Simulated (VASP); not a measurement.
# PtS2 (Fm-3m) in VASP: single point with r2SCAN

Aim: the single point of PtS2 with r2SCAN.

All numbers are computed with VASP 6.6.1; they aren't measurements. Logs are shortened: lines on timing, memory, paths and dates and some standing lists are left out, and cuts for length are marked.

## Step 1: The cell of the first run

The structure is cubic, space group Fm-3m (No. 225). Conventional cell: a = 5.952 Å, b = 5.952 Å, c = 5.952 Å, α = 90.00°, β = 90.00°, γ = 90.00°. Within 3.4 Å of Pt (site symmetry m-3m) lie 8 S at 2.58 Å. Within 3.4 Å of S (site symmetry -43m) lie 4 Pt at 2.58 Å and 6 S at 2.98 Å.

## Step 2: Single point, r2SCAN

File POSCAR:

```
PtS2
1.0
    0.0000000000      2.9757935506      2.9757935506
    2.9757935506      0.0000000000      2.9757935506
    2.9757935506      2.9757935506      0.0000000000
Pt S
1 2
Direct
    0.0000000000      0.0000000000      0.0000000000
    0.2500000000      0.2500000000      0.2500000000
    0.7500000000      0.7500000000      0.7500000000
```

File INCAR.step1:

```
PREC     = Accurate       # precision mode
ENCUT    = 520            # plane-wave cutoff, eV
ISMEAR   = -1             # smearing method
SIGMA    = 0.02           # smearing width, eV
LREAL    = False          # projectors in reciprocal space
LASPH    = True           # aspherical terms in the spheres
NELM     = 100            # most SCF steps
NBANDS   = 18             # bands
GGA      = PE             # functional
ALGO     = Normal         # electronic algorithm
EDIFF    = 1E-4           # SCF threshold, eV
LWAVE    = True           # write WAVECAR
LCHARG   = False          # write CHGCAR
```

File INCAR.step2:

```
PREC     = Accurate       # precision mode
ENCUT    = 520            # plane-wave cutoff, eV
EDIFF    = 1E-6           # SCF threshold, eV
ISMEAR   = -1             # smearing method
SIGMA    = 0.02           # smearing width, eV
LREAL    = False          # projectors in reciprocal space
LASPH    = True           # aspherical terms in the spheres
NELM     = 100            # most SCF steps
ALGO     = Normal         # electronic algorithm
ISIF     = 2              # what is computed and relaxed
LWAVE    = False          # write WAVECAR
LCHARG   = True           # write CHGCAR
METAGGA  = R2SCAN         # meta-GGA
LMIXTAU  = True         
LELF     = True           # ELF
LVHAR    = True         
NBANDS   = 18             # bands
ISTART   = 1
```

File KPOINTS:

```
Automatic mesh
0
Gamma
  6 6 6
```

Potentials or basis: VASP PAW PBE potentials, release 64 (Pt, S).

Launch:

```bash
> cat potpaw_PBE.64/Pt/POTCAR potpaw_PBE.64/S/POTCAR > POTCAR
> cp INCAR.step1 INCAR
> mpirun -np 1 vasp_std > vasp.out
> cp INCAR.step2 INCAR
> mpirun -np 1 vasp_std > vasp.out
```

OUTCAR:

```text
PREC = Accurate
   ENCUT = 520
   EDIFF = 1E-6
   ISMEAR = -1
   LREAL = False
   LASPH = True
   NELM = 100
   ISIF = 2
   METAGGA = R2SCAN
   ISTART = 1

 ion  position               nearest neighbor table
   1  0.000  0.000  0.000-   3 2.58   3 2.58   3 2.58   2 2.58   3 2.58   2 2.58   2 2.58   2 2.58

   2  0.250  0.250  0.250-   1 2.58   1 2.58   1 2.58   1 2.58
   3  0.750  0.750  0.750-   1 2.58   1 2.58   1 2.58   1 2.58

  LATTYP: Found a face centered cubic cell.
 ALAT       =     5.9515871012

  Lattice vectors:

 A1 = (   0.0000000000,   2.9757935506,   2.9757935506)
 A2 = (   2.9757935506,   0.0000000000,   2.9757935506)
 A3 = (   2.9757935506,   2.9757935506,   0.0000000000)

Analysis of symmetry for initial positions (statically):
=====================================================================
 Subroutine PRICEL returns:
 Original cell was already a primitive cell.

 Routine SETGRP: Setting up the symmetry group for a
 face centered cubic supercell.

 Subroutine GETGRP returns: Found 48 space group operations
 (whereof 48 operations were pure point group operations)
 out of a pool of 48 trial point group operations.

The static configuration has the point symmetry O_h .

Analysis of symmetry for dynamics (positions and initial velocities):
=====================================================================
 Subroutine PRICEL returns:
 Original cell was already a primitive cell.

 Routine SETGRP: Setting up the symmetry group for a
 face centered cubic supercell.

 Subroutine GETGRP returns: Found 48 space group operations
 (whereof 48 operations were pure point group operations)
 out of a pool of 48 trial point group operations.

The dynamic configuration has the point symmetry O_h .

 Subroutine INISYM returns: Found 48 space group operations
 (whereof 48 operations are pure point group operations),
 and found     1 'primitive' translations

----------------------------------------------------------------------------------------

                                     Primitive cell

  volume of cell :      52.7034

  direct lattice vectors                    reciprocal lattice vectors
     0.000000000  2.975793551  2.975793551    -0.168022409  0.168022409  0.168022409
     2.975793551  0.000000000  2.975793551     0.168022409 -0.168022409  0.168022409
     2.975793551  2.975793551  0.000000000     0.168022409  0.168022409 -0.168022409

  length of vectors
     4.208407598  4.208407598  4.208407598     0.291023349  0.291023349  0.291023349

  position of ions in fractional coordinates (direct lattice)
     0.000000000  0.000000000  0.000000000
     0.250000000  0.250000000  0.250000000
     0.750000000  0.750000000  0.750000000

  ion indices of the primitive-cell ions
   primitive index   ion index
                 1           1
                 2           2
                 3           3

----------------------------------------------------------------------------------------

 KPOINTS: Automatic mesh

Automatic generation of k-mesh.
 Grid dimensions read from file:
 generate k-points for:    6    6    6

 Generating k-lattice:

  Cartesian coordinates                     Fractional coordinates (reciprocal lattice)
    -0.028003735  0.028003735  0.028003735     0.166666667  0.000000000  0.000000000
     0.028003735 -0.028003735  0.028003735     0.000000000  0.166666667  0.000000000
     0.028003735  0.028003735 -0.028003735     0.000000000  0.000000000  0.166666667

  Length of vectors
     0.048503891  0.048503891  0.048503891

  Shift w.r.t. Gamma in fractional coordinates (k-lattice)
     0.000000000  0.000000000  0.000000000

 Subroutine IBZKPT returns following result:
 ===========================================

 Found     16 irreducible k-points:

 Following reciprocal coordinates:
            Coordinates               Weight
  0.000000  0.000000  0.000000      1.000000
  0.166667  0.000000  0.000000      8.000000
  0.333333  0.000000  0.000000      8.000000
  0.500000  0.000000  0.000000      4.000000
  0.166667  0.166667  0.000000      6.000000
  0.333333  0.166667  0.000000     24.000000
[... 8 lines left out ...]
 -0.333333  0.333333  0.166667     24.000000
 -0.333333  0.500000  0.166667     12.000000
   k-points           NKPTS =     16   k-points in BZ     NKDIM =     16   number of bands    NBANDS=     18
   number of dos      NEDOS =    301   number of ions     NIONS =      3
   total plane-waves  NPLWV =  32768
   dimension x,y,z NGX =    32 NGY =   32 NGZ =   32
   dimension x,y,z NGXF=    64 NGYF=   64 NGZF=   64
   ions per type =               1   2
   NGX,Y,Z   is equivalent  to a cutoff of  12.64, 12.64, 12.64 a.u.
   NGXF,Y,Z  is equivalent  to a cutoff of  25.28, 25.28, 25.28 a.u.
 SYSTEM =  unknown system
   PREC   = accura    normal or accurate (medium, high low for compatibility)
   ISTART =      1    job   : 0-new  1-cont  2-samecut
   ICHARG =      0    charge: 1-file 2-atom 10-const
   ISPIN  =      1    spin polarized calculation?
   LNONCOLLINEAR =      F non collinear calculations
   LSORBIT =      F    spin-orbit coupling
   LASPH  =      T    aspherical Exc in radial PAW
   ENCUT  =  520.0 eV  38.22 Ry    6.18 a.u.   7.82  7.82  7.82*2*pi/ulx,y,z
   NELM   =    100;   NELMIN=  2; NELMDL=  0     # of ELM steps
   EDIFF  = 0.1E-05   stopping-criterion for ELM
   LREAL  =      F    real-space projection
   EDIFFG = 0.1E-04   stopping-criterion for IOM
   NSW    =      0    number of steps for IOM
   IBRION =     -1    ionic relax: 0-MD 1-quasi-New 2-CG
   NFREE  =      0    steps in history (QN), initial steepest desc. (CG)
   ISIF   =      2    stress and relaxation
   ISYM   =      2    0-nonsym 1-usesym 2-fastsym
   POTIM  = 0.5000    time-step for ionic-motion
   TEBEG  =    0.0;   TEEND  =   0.0 temperature during run
   PSTRESS=    0.0 pullay stress
   NELECT =      22.0000    total number of electrons
   NUPDOWN=      -1.0000    fix difference up-down
   EMIN   =  10.00;   EMAX   =-10.00  energy-range for DOS
   EFERMI =   0.00;   METHOD = LEGACY
   ISMEAR =    -1;   SIGMA  =   0.02  broadening in eV -4-tet -1-fermi 0-gaus
   EFERMI_NEDOS =   21; number of points for ismear=-14 and -15
   IALGO  =     38    algorithm
   IMIX   =      4    mixing-type and parameters
     AMIX     =   0.40;   BMIX     =  1.00
     AMIX_MAG =   1.60;   BMIX_MAG =  1.00
  volume/ion in A,a.u.               =      17.57       118.55
  Fermi-wavevector in a.u.,A,eV,Ry     =   1.223497  2.312074 20.367174  1.496945
  Thomas-Fermi vector in A             =   2.358606
   LORBIT       =      0    0 simple, 1 ext, 2 COOP (PROOUT), +10 PAW based schemes
   METAGGA = R2SCAN    functional components
   LHFCALC =     F    Hartree Fock is set to
   AEXX    =    0.0000 exact exchange contribution
   IVDW    =     0    specifies the selected vdW correction
   LEPSILON=     F    determine dielectric tensor
   LRPA    =     F    only Hartree local field effects (RPA)
 non-spin polarized calculation
  energy-cutoff  :      520.00
  volume of cell :       52.70
 maximum number of plane-waves:      1435
   NGX = 15   NGY = 15   NGZ = 15

 number of electron      22.0000000 magnetization

 Free energy of the ion-electron system (eV)
  ---------------------------------------------------
  ext. energy  EPLUGINS =         0.00000000
  ---------------------------------------------------
  free energy    TOTEN  =       -66.65533996 eV

  energy without entropy =      -66.65318860  energy(sigma->0) =      -66.65426428

 E-fermi :   7.9741     XC(G=0): -11.7445

 val. band max:        7.7499557557   @ k =   0.5000   0.3333   0.0000
 cond. band min:       7.9956034226   @ k =   0.5000   0.5000   0.0000
 fundamental gap:      0.2456476669
 Fermi energy:         7.9740530117

 k-point     1 :       0.0000    0.0000    0.0000
  band No.  band energies     occupation
      1      -8.9634      2.00000
      2      -4.2655      2.00000
      3       0.3479      2.00000
      4       0.3479      2.00000
      5       0.3479      2.00000
      6       3.6125      2.00000
[... 10 lines left out ...]
     17      11.8535      0.00000
     18      16.5302      0.00000

 k-point     2 :       0.1667    0.0000    0.0000
  band No.  band energies     occupation
      1      -8.6897      2.00000
      2      -4.8126      2.00000
      3       0.5224      2.00000
      4       0.5224      2.00000
      5       1.2136      2.00000
      6       3.4261      2.00000
[... 10 lines left out ...]
     17      13.5767      0.00000
     18      16.9967      0.00000

 k-point     3 :       0.3333    0.0000    0.0000
  band No.  band energies     occupation
      1      -7.9510      2.00000
      2      -5.8168      2.00000
      3       0.9045      2.00000
      4       0.9045      2.00000
      5       2.8010      2.00000
      6       2.9233      2.00000
[... 10 lines left out ...]
     17      15.3447      0.00000
     18      18.3748      0.00000

 k-point     4 :       0.5000    0.0000    0.0000
  band No.  band energies     occupation
      1      -7.1630      2.00000
      2      -6.6508      2.00000
      3       1.1016      2.00000
      4       1.1016      2.00000
      5       1.9660      2.00000
      6       3.8127      2.00000
[... 10 lines left out ...]
     17      16.1206      0.00000
     18      19.3842      0.00000

 k-point     5 :       0.1667    0.1667    0.0000
  band No.  band energies     occupation
      1      -8.6007      2.00000
      2      -4.9256      2.00000
      3       0.5202      2.00000
      4       0.5202      2.00000
      5       1.5992      2.00000
      6       2.7152      2.00000
[... 10 lines left out ...]
     17      13.7674      0.00000
     18      16.2488      0.00000

 k-point     6 :       0.3333    0.1667    0.0000
  band No.  band energies     occupation
      1      -8.0266      2.00000
      2      -5.6275      2.00000
      3       0.8245      2.00000
      4       0.8246      2.00000
      5       1.7283      2.00000
      6       3.0271      2.00000
[... 139 lines left out ...]
 k-point    13 :       0.5000    0.5000    0.0000
  band No.  band energies     occupation
      1      -7.0374      2.00000
      2      -6.1502      2.00000
      3      -0.9664      2.00000
      4       1.7486      2.00000
      5       1.7486      2.00000
      6       2.7431      2.00000
[... 10 lines left out ...]
     17      17.7359      0.00000
     18      18.1976      0.00000

 k-point    14 :       0.5000    0.3333    0.1667
  band No.  band energies     occupation
      1      -7.4189      2.00000
      2      -6.1158      2.00000
      3       0.5920      2.00000
      4       0.6930      2.00000
      5       1.4729      2.00000
      6       2.8102      2.00000
[... 10 lines left out ...]
     17      16.8871      0.00000
     18      17.6400      0.00000

 k-point    15 :      -0.3333    0.3333    0.1667
  band No.  band energies     occupation
      1      -6.7825      2.00000
      2      -6.6390      2.00000
      3       0.0972      2.00000
      4       0.5517      2.00000
      5       1.8764      2.00000
      6       2.6287      2.00000
[... 10 lines left out ...]
     17      17.2707      0.00000
     18      17.9911      0.00000

 k-point    16 :      -0.3333    0.5000    0.1667
  band No.  band energies     occupation
      1      -6.8445      2.00000
      2      -6.4057      2.00000
      3      -0.6033      2.00000
      4       0.7983      2.00000
      5       2.1418      2.00000
      6       2.6197      2.00000
[... 10 lines left out ...]
     17      17.4176      0.00000
     18      18.1521      0.00000

------------------------ aborting loop because EDIFF is reached ----------------------------------------

  FORCE on cell =-STRESS in cart. coord.  units (eV):
  Direction    XX          YY          ZZ          XY          YZ          ZX
  --------------------------------------------------------------------------------------
  -------------------------------------------------------------------------------------
  Total       -0.0453348     -0.0453348     -0.0453348      0.0000000     -0.0000000     -0.0000000
  in kB       -1.3781720     -1.3781720     -1.3781720      0.0000000     -0.0000000     -0.0000000
  external PRESSURE =      -1.3781720 kB  Pullay stress =       0.0000000 kB

 VOLUME and BASIS-vectors are now :
 -----------------------------------------------------------------------------
  energy-cutoff  :      520.00
  volume of cell :       52.70
      direct lattice vectors                 reciprocal lattice vectors
     0.000000000  2.975793551  2.975793551    -0.168022409  0.168022409  0.168022409
     2.975793551  0.000000000  2.975793551     0.168022409 -0.168022409  0.168022409
     2.975793551  2.975793551  0.000000000     0.168022409  0.168022409 -0.168022409

 POSITION                                       TOTAL-FORCE (eV/Angst)
 -----------------------------------------------------------------------------------
      0.00000      0.00000      0.00000        -0.000000     -0.000000     -0.000000
      1.48790      1.48790      1.48790         0.000000      0.000000     -0.000000
      4.46369      4.46369      4.46369         0.000000      0.000000      0.000000
 -----------------------------------------------------------------------------------
    total drift:                                0.000000     -0.000000      0.000000

  FREE ENERGIE OF THE ION-ELECTRON SYSTEM (eV)
  ---------------------------------------------------
  free  energy   TOTEN  =       -66.6553399573 eV

  energy  without entropy=      -66.6531885959  energy(sigma->0) =      -66.65426428
```

It took 45 s on 1 thread of AMD EPYC 9R14 (Zen 4), shared host; peak memory 0.16 GiB.

What came out:

* Free energy: -66.6553 eV
* Pressure: -0.1 GPa
* Band gap on the k mesh: zero (band 11 reaches 8.40 eV, above the bottom of band 12 at 7.73 eV)

Caveat: the PAW data sets were made with another functional, which shifts forces and pressure a little; spin-orbit coupling is left out, which moves the levels of the heavy elements.
